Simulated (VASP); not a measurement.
# Ga7As (P1) in VASP: further runs

The runs below take Ga7As through single point, with PBE.

Everything below comes from runs of VASP 6.6.1. Logs are shortened: lines on timing, memory, paths and dates and some standing lists are left out, and cuts for length are marked.

## (1) The cell of the first run

The typed cell holds 8 atoms: a = 6.103 Å, b = 5.948 Å, c = 5.863 Å, α = 59.14°, β = 66.67°, γ = 60.82°.

## (2) Single point, PBE

File INCAR:

```
SYSTEM = Ga7As
  PREC = Accurate
  ENCUT = 500
  EDIFF = 1E-6
  ISMEAR = 0
  SIGMA = 0.2
  LREAL = .FALSE.
  LASPH = .TRUE.
  NELM = 120
  ALGO = Normal
  ISIF = 2
  LWAVE = .FALSE.
  LCHARG = .TRUE.
  GGA = PE
  LELF = .TRUE.
  LVHAR = .TRUE.
  NBANDS = 58
  GGA_COMPAT = .FALSE.
```

File KPOINTS:

```
regular mesh
0
G
  4 4 4
  0 0 0
```

File POSCAR:

```
Ga7As
1.0
   -0.2985554941      4.1018981055      4.5096810019
    4.2181892388      0.0123113057      4.1928953876
    4.3603093587      3.9176858555     -0.1323755849
Ga As
7 1
Direct
    0.5227687357      0.4023992424      0.4596537318
    0.0015374232      1.0196167645      0.6114054712
    0.5191289215     -0.0815312784      0.4217460302
    0.0109602318      0.6121207266      0.5237747595
    0.4868360110      0.4340417919      0.9512725458
   -0.0295016491      0.5364315925      1.1193211023
    0.4968289842     -0.0857425871      0.9401319387
   -0.0085586583      0.1626637474     -0.0273055797
```

Potentials or basis: VASP PAW PBE potentials, release 64 (Ga_d, As).

The run is started by

```bash
cat potpaw_PBE.64/Ga_d/POTCAR potpaw_PBE.64/As/POTCAR > POTCAR
mpirun -np 1 vasp_std > vasp.out
```

OUTCAR:

```text
SYSTEM = Ga7As
   PREC = Accurate
   ENCUT = 500
   EDIFF = 1E-6
   ISMEAR = 0
   LREAL = .FALSE.
   LASPH = .TRUE.
   NELM = 120
   ISIF = 2
   GGA = PE

 ion  position               nearest neighbor table
   1  0.523  0.402  0.460-   4 2.68   2 2.83   7 2.85   6 2.87   5 2.90
   2  0.002  0.020  0.611-   8 2.63   4 2.69   3 2.76   1 2.83   6 2.91
   3  0.519  0.918  0.422-   2 2.76   4 2.77   5 2.87   7 2.89
   4  0.011  0.612  0.524-   8 2.63   1 2.68   2 2.69   6 2.75   3 2.77
   5  0.487  0.434  0.951-   8 2.71   6 2.75   7 2.85   3 2.87   1 2.90
   6  0.970  0.536  0.119-   8 2.70   4 2.75   5 2.75   7 2.86   1 2.87   2 2.91
   7  0.497  0.914  0.940-   8 2.67   1 2.85   5 2.85   6 2.86   3 2.89
   8  0.991  0.163  0.973-   2 2.63   4 2.63   7 2.67   6 2.70   5 2.71

  LATTYP: Found a triclinic cell.
 ALAT       =     6.1034356054
 B/A-ratio  =     1.3125269052
 C/A-ratio  =     0.9744633999
 COS(alpha) =     0.0044477997
 COS(beta)  =     0.4875880282
 COS(gamma) =     0.6897215283

  Lattice vectors:

 A1 = (   0.2985554941,  -4.1018981055,  -4.5096810019)
 A2 = (   0.1564353742,  -8.0072726553,  -0.1844100294)
 A3 = (  -4.2181892388,  -0.0123113057,  -4.1928953876)

Analysis of symmetry for initial positions (statically):
=====================================================================
 Subroutine PRICEL returns:
 Original cell was already a primitive cell.

 Routine SETGRP: Setting up the symmetry group for a
 triclinic supercell.

 Subroutine GETGRP returns: Found  1 space group operations
 (whereof  1 operations were pure point group operations)
 out of a pool of  2 trial point group operations.

The static configuration has the point symmetry C_1 .

Analysis of symmetry for dynamics (positions and initial velocities):
=====================================================================
 Subroutine PRICEL returns:
 Original cell was already a primitive cell.

 Routine SETGRP: Setting up the symmetry group for a
 triclinic supercell.

 Subroutine GETGRP returns: Found  1 space group operations
 (whereof  1 operations were pure point group operations)
 out of a pool of  2 trial point group operations.

The dynamic configuration has the point symmetry C_1 .

 Subroutine INISYM returns: Found  1 space group operations
 (whereof  1 operations are pure point group operations),
 and found     1 'primitive' translations

----------------------------------------------------------------------------------------

                                     Primitive cell

  volume of cell :     156.4702

  direct lattice vectors                    reciprocal lattice vectors
    -0.298555494  4.101898106  4.509681002    -0.104991741  0.120410843  0.105271555
     4.218189239  0.012311306  4.192895388     0.116383228 -0.125417398  0.121781615
     4.360309359  3.917685855 -0.132375585     0.109562790  0.129574209 -0.110604193

  length of vectors
     6.103435605  5.947574611  5.863282652     0.191322077  0.210012717  0.202550656

  position of ions in fractional coordinates (direct lattice)
     0.522768736  0.402399242  0.459653732
     0.001537423  0.019616765  0.611405471
     0.519128921  0.918468722  0.421746030
     0.010960232  0.612120727  0.523774760
     0.486836011  0.434041792  0.951272546
     0.970498351  0.536431593  0.119321102
     0.496828984  0.914257413  0.940131939
     0.991441342  0.162663747  0.972694420

  ion indices of the primitive-cell ions
   primitive index   ion index
                 1           1
                 2           2
                 3           3
                 4           4
                 5           5
                 6           6
                 7           7
                 8           8

----------------------------------------------------------------------------------------

 KPOINTS: regular mesh

Automatic generation of k-mesh.
 Grid dimensions read from file:
 generate k-points for:    4    4    4

 Generating k-lattice:

  Cartesian coordinates                     Fractional coordinates (reciprocal lattice)
    -0.026247935  0.030102711  0.026317889     0.250000000  0.000000000 -0.000000000
     0.029095807 -0.031354349  0.030445404    -0.000000000  0.250000000 -0.000000000
     0.027390698  0.032393552 -0.027651048     0.000000000 -0.000000000  0.250000000

  Length of vectors
     0.047830519  0.052503179  0.050637664

  Shift w.r.t. Gamma in fractional coordinates (k-lattice)
     0.000000000  0.000000000  0.000000000

 Subroutine IBZKPT returns following result:
 ===========================================

 Found     36 irreducible k-points:

 Following reciprocal coordinates:
            Coordinates               Weight
  0.000000  0.000000  0.000000      1.000000
  0.250000  0.000000 -0.000000      2.000000
  0.500000  0.000000 -0.000000      1.000000
  0.000000  0.250000  0.000000      2.000000
  0.250000  0.250000 -0.000000      2.000000
  0.500000  0.250000  0.000000      2.000000
[... 16 lines left out ...]
 -0.000000 -0.250000  0.250000      2.000000
  0.250000 -0.250000  0.250000      2.000000
 [... further k-points ...]
   k-points           NKPTS =     36   k-points in BZ     NKDIM =     36   number of bands    NBANDS=     58
   number of dos      NEDOS =    301   number of ions     NIONS =      8
   total plane-waves  NPLWV = 110592
   dimension x,y,z NGX =    48 NGY =   48 NGZ =   48
   dimension x,y,z NGXF=    96 NGYF=   96 NGZF=   96
   ions per type =               7   1
   NGX,Y,Z   is equivalent  to a cutoff of  13.07, 13.42, 13.61 a.u.
   NGXF,Y,Z  is equivalent  to a cutoff of  26.15, 26.83, 27.22 a.u.
 SYSTEM =  Ga7As
   PREC   = accura    normal or accurate (medium, high low for compatibility)
   ISTART =      0    job   : 0-new  1-cont  2-samecut
   ICHARG =      2    charge: 1-file 2-atom 10-const
   ISPIN  =      1    spin polarized calculation?
   LNONCOLLINEAR =      F non collinear calculations
   LSORBIT =      F    spin-orbit coupling
   LASPH  =      T    aspherical Exc in radial PAW
   ENCUT  =  500.0 eV  36.75 Ry    6.06 a.u.  11.13 10.84 10.69*2*pi/ulx,y,z
   NELM   =    120;   NELMIN=  2; NELMDL= -5     # of ELM steps
   EDIFF  = 0.1E-05   stopping-criterion for ELM
   LREAL  =      F    real-space projection
   EDIFFG = 0.1E-04   stopping-criterion for IOM
   NSW    =      0    number of steps for IOM
   IBRION =     -1    ionic relax: 0-MD 1-quasi-New 2-CG
   NFREE  =      0    steps in history (QN), initial steepest desc. (CG)
   ISIF   =      2    stress and relaxation
   ISYM   =      2    0-nonsym 1-usesym 2-fastsym
   POTIM  = 0.5000    time-step for ionic-motion
   TEBEG  =    0.0;   TEEND  =   0.0 temperature during run
   PSTRESS=    0.0 pullay stress
   NELECT =      96.0000    total number of electrons
   NUPDOWN=      -1.0000    fix difference up-down
   EMIN   =  10.00;   EMAX   =-10.00  energy-range for DOS
   EFERMI =   0.00;   METHOD = LEGACY
   ISMEAR =     0;   SIGMA  =   0.20  broadening in eV -4-tet -1-fermi 0-gaus
   EFERMI_NEDOS =   21; number of points for ismear=-14 and -15
   IALGO  =     38    algorithm
   IMIX   =      4    mixing-type and parameters
     AMIX     =   0.40;   BMIX     =  1.00
     AMIX_MAG =   1.60;   BMIX_MAG =  1.00
  volume/ion in A,a.u.               =      19.56       131.99
  Fermi-wavevector in a.u.,A,eV,Ry     =   1.391088  2.628776 26.328999  1.935127
  Thomas-Fermi vector in A             =   2.514961
   LORBIT       =      0    0 simple, 1 ext, 2 COOP (PROOUT), +10 PAW based schemes
   GGA     = PE    functional components
   LHFCALC =     F    Hartree Fock is set to
   AEXX    =    0.0000 exact exchange contribution
   IVDW    =     0    specifies the selected vdW correction
   LEPSILON=     F    determine dielectric tensor
   LRPA    =     F    only Hartree local field effects (RPA)
 non-spin polarized calculation
 Gauss-broadening in eV      SIGMA  =   0.20
  energy-cutoff  :      500.00
  volume of cell :      156.47
 maximum number of plane-waves:      4014
 NGX is ok and might be reduce to    48
   NGX = 23   NGY = 21   NGZ = 21

 number of electron      95.9999998 magnetization

 Free energy of the ion-electron system (eV)
  ---------------------------------------------------
  ext. energy  EPLUGINS =         0.00000000
  ---------------------------------------------------
  free energy    TOTEN  =       -24.91925086 eV

  energy without entropy =      -24.86765661  energy(sigma->0) =      -24.89345373

 E-fermi :   5.2601     XC(G=0): -10.7603

 val. band max:        5.2532653754   @ k =  -0.0000   0.0000   0.5000
 cond. band min:       5.2690107791   @ k =   0.2500   0.5000   0.0000
 fundamental gap:      0.0157454037
 Fermi energy:         5.2601378195

 k-point     1 :       0.0000    0.0000    0.0000
  band No.  band energies     occupation
      1      -9.8331      2.00000
      2      -9.8226      2.00000
      3      -9.8108      2.00000
      4      -9.7820      2.00000
      5      -9.7517      2.00000
      6      -9.7467      2.00000
[... 50 lines left out ...]
     57      10.8982      0.00000
     58      11.5018      0.00000

 k-point     2 :       0.2500    0.0000   -0.0000
  band No.  band energies     occupation
      1      -9.8294      2.00000
      2      -9.8128      2.00000
      3      -9.8053      2.00000
      4      -9.7805      2.00000
      5      -9.7694      2.00000
      6      -9.7599      2.00000
[... 50 lines left out ...]
     57      11.2792      0.00000
     58      11.6188      0.00000

 k-point     3 :       0.5000    0.0000   -0.0000
  band No.  band energies     occupation
      1      -9.8166      2.00000
      2      -9.7974      2.00000
      3      -9.7941      2.00000
      4      -9.7863      2.00000
      5      -9.7722      2.00000
      6      -9.7648      2.00000
[... 1216 lines left out ...]
      3      -9.7400      2.00000
      4      -9.7321      2.00000
      5      -9.7153      2.00000
      6      -9.7056      2.00000
[... 50 lines left out ...]
     57       9.8965      0.00000
     58      10.2003      0.00000

 k-point    24 :       0.2500   -0.2500    0.2500
  band No.  band energies     occupation
      1      -9.7912      2.00000
      2      -9.7706      2.00000
      3      -9.7420      2.00000
      4      -9.7350      2.00000
      5      -9.7265      2.00000
      6      -9.7175      2.00000
[... 50 lines left out ...]
     57       9.7020      0.00000
     58      10.0603      0.00000

 [... further k-points ...]
[... 5 lines left out ...]
  --------------------------------------------------------------------------------------
  -------------------------------------------------------------------------------------
  Total        0.0983074      0.0742584      0.1316952     -0.0337498      0.0336633     -0.0613194
  in kB        1.0066187      0.7603694      1.3484939     -0.3455813      0.3446953     -0.6278803
  external PRESSURE =       1.0384940 kB  Pullay stress =       0.0000000 kB

 VOLUME and BASIS-vectors are now :
 -----------------------------------------------------------------------------
  energy-cutoff  :      500.00
  volume of cell :      156.47
      direct lattice vectors                 reciprocal lattice vectors
    -0.298555494  4.101898106  4.509681002    -0.104991741  0.120410843  0.105271555
     4.218189239  0.012311306  4.192895388     0.116383228 -0.125417398  0.121781615
     4.360309359  3.917685855 -0.132375585     0.109562790  0.129574209 -0.110604193

 POSITION                                       TOTAL-FORCE (eV/Angst)
 -----------------------------------------------------------------------------------
      3.54555      3.95008      3.98389        -0.007090     -0.015784     -0.002189
      2.74821      2.40184      0.00825        -0.012132     -0.004364      0.006218
      5.55823      3.79299      6.13632         0.008943      0.001810      0.001117
      4.86259      2.10448      2.54665        -0.001578     -0.003607      0.006858
      5.83337      5.72908      3.88944         0.008485      0.005299      0.000682
      2.49330      4.45495      6.61004         0.002924      0.005704     -0.000223
      7.80745      5.73234      5.94948        -0.003446      0.003256     -0.003555
      4.63139      7.87951      5.02436         0.003896      0.007686     -0.008909
 -----------------------------------------------------------------------------------
    total drift:                               -0.000240      0.000933     -0.001091

  FREE ENERGIE OF THE ION-ELECTRON SYSTEM (eV)
  ---------------------------------------------------
  free  energy   TOTEN  =       -24.9192508610 eV

  energy  without entropy=      -24.8676566050  energy(sigma->0) =      -24.89345373
```

Wall time 8.5 min (1 thread of Oxide Virtual Turin-like, shared host); peak memory 0.41 GiB.

What came out:

```
Free energy            : -24.9193 eV
Pressure               : 0.1 GPa
Largest force          : 0.017 eV/Å
Band gap on the k mesh : zero (bands 48 and 49 overlap by 2.47 eV)
```

Forces in eV/Å, atoms in the order of the input:
```
Ga  -0.007 -0.016 -0.002
Ga  -0.012 -0.004  0.006
Ga   0.009  0.002  0.001
Ga  -0.002 -0.004  0.007
Ga   0.008  0.005  0.001
Ga   0.003  0.006  0.000
Ga  -0.003  0.003 -0.004
As   0.004  0.008 -0.009
```

## (3) Single point, PBE

File INCAR:

```
SYSTEM = Ga7As
ALGO = Normal
EDIFF = 1E-6
ENCUT = 500
GGA = PE
GGA_COMPAT = .False.
ISIF = 2
ISMEAR = 0
LASPH = .True.
LCHARG = .False.
LREAL = .False.
LWAVE = .False.
NBANDS = 58
NELM = 120
PREC = Accurate
SIGMA = 0.1
```

File KPOINTS:

```
k-points
0
Gamma
  4 4 4
  0 0 0
```

File POSCAR:

```
Ga7As
1.0
    5.8292467342      0.0000000000      0.0000000000
   -2.8292298045      5.1355177125      0.0000000000
   -2.3946943608     -2.0425912042      5.2267883439
Ga As
7 1
Direct
    0.9251679781      0.3848217099      0.5227687357
    0.0211541877      0.6325596589      0.0015374232
    0.4375976431      0.8593436734      0.5191289215
    0.6230809585      0.1468557180      0.0109602318
    0.9208778029      0.8721503488      0.4868360110
    0.5069299434      0.6262510457      0.9704983509
    0.4110863971      0.3512183357      0.4968289842
    0.1541050891      0.1267995094      0.9914413417
```

Potentials or basis: VASP PAW PBE potentials, release 64 (Ga_d, As).

The run is started by

```bash
cat potpaw_PBE.64/Ga_d/POTCAR potpaw_PBE.64/As/POTCAR > POTCAR
mpirun -np 1 vasp_std > vasp.out
```

Wall time 8.5 min (1 thread of Oxide Virtual Turin-like, shared host); peak memory 0.42 GiB.

Results (log left out):

```yaml
Free_energy: -24.9001 eV
Pressure: 0.2 GPa
Largest_force: 0.017 eV/Å
Band_gap_on_the_k_mesh: zero (bands 48 and 49 overlap by 2.47 eV)
```

Forces on the atoms (eV/Å):
```
Ga   0.009 -0.008 -0.004
Ga   0.009 -0.008  0.013
Ga  -0.008  0.000 -0.014
Ga   0.003  0.000  0.010
Ga   0.009  0.008  0.000
Ga   0.000  0.004 -0.010
Ga  -0.008  0.002  0.014
As  -0.013  0.003 -0.010
```

Stress tensor (GPa, compression positive):
```
 0.10  0.05 -0.06
 0.05  0.24 -0.04
-0.06 -0.04  0.14
```

Levels at points of the mesh, in eV from the Fermi level:
```csv
k point,band 45,band 46,band 47,band 48,band 49,band 50,band 51,band 52
"(0.00, 0.00, 0.00)",-3.24,-3.16,-2.67,-2.49,-1.86,-1.12,1.79,4.07
"(0.50, 0.00, 0.00)",-1.06,-0.63,-0.31,0.11,0.27,0.56,1.18,1.45
"(0.00, 0.50, 0.00)",-1.83,-1.23,-1.15,-1.05,1.18,1.51,2.25,2.38
"(0.50, 0.50, 0.00)",-2.19,-1.12,-0.59,-0.01,0.28,1.28,1.95,2.27
"(0.00, 0.00, 0.50)",-2.43,-1.61,-1.38,-1.22,-0.57,0.15,0.84,1.69
"(0.50, 0.00, 0.50)",-1.36,-1.26,-1.10,-0.54,0.66,1.54,2.23,2.43
"(0.00, 0.50, 0.50)",-1.29,-1.09,-0.69,0.10,0.29,0.48,1.17,1.70
"(0.50, 0.50, 0.50)",-1.18,-0.73,-0.45,-0.30,0.49,1.26,1.65,2.27
```
